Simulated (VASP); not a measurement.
A run of VASP 6.6.1 is set up as follows.

INCAR

```
SYSTEM = NaCl
PREC = Accurate
ENCUT = 520
EDIFF = 1E-6
ISMEAR = 0
SIGMA = 0.05
LREAL = .False.
LASPH = .True.
NELM = 60
ALGO = Normal
ISIF = 2
LWAVE = .False.
LCHARG = .True.
GGA = CA
LELF = .True.
LVHAR = .True.
NBANDS = 14
```

Contents of KPOINTS:

```
regular mesh
0
Gamma
  6 6 6
  0 0 0
```

POSCAR

```
NaCl
1.0
    3.2220148000      0.0000000000      0.0000000000
    0.0000000000      3.2220148000      0.0000000000
    0.0000000000      0.0000000000      3.7823652000
Na Cl
1 1
Direct
    0.0000000000      0.0000000000      0.0000000000
    0.5000000000      0.5000000000      0.5000000000
```

Potentials or basis: VASP PAW LDA potentials, release 64 (Na_pv, Cl).

Run with:

```bash
$ cat potpaw_LDA.64/Na_pv/POTCAR potpaw_LDA.64/Cl/POTCAR > POTCAR
$ mpirun -np 1 vasp_std > vasp.out
```

(1) Estimate the pressure.

(2) Estimate the band gap on the k mesh.

Results:

(1) -0.3 GPa.

(2) 3.00 eV, indirect (least direct gap 3.51 eV).

Caveat: the cell differs from its parent crystal (strain -0.080 along x and y, +0.080 along z).
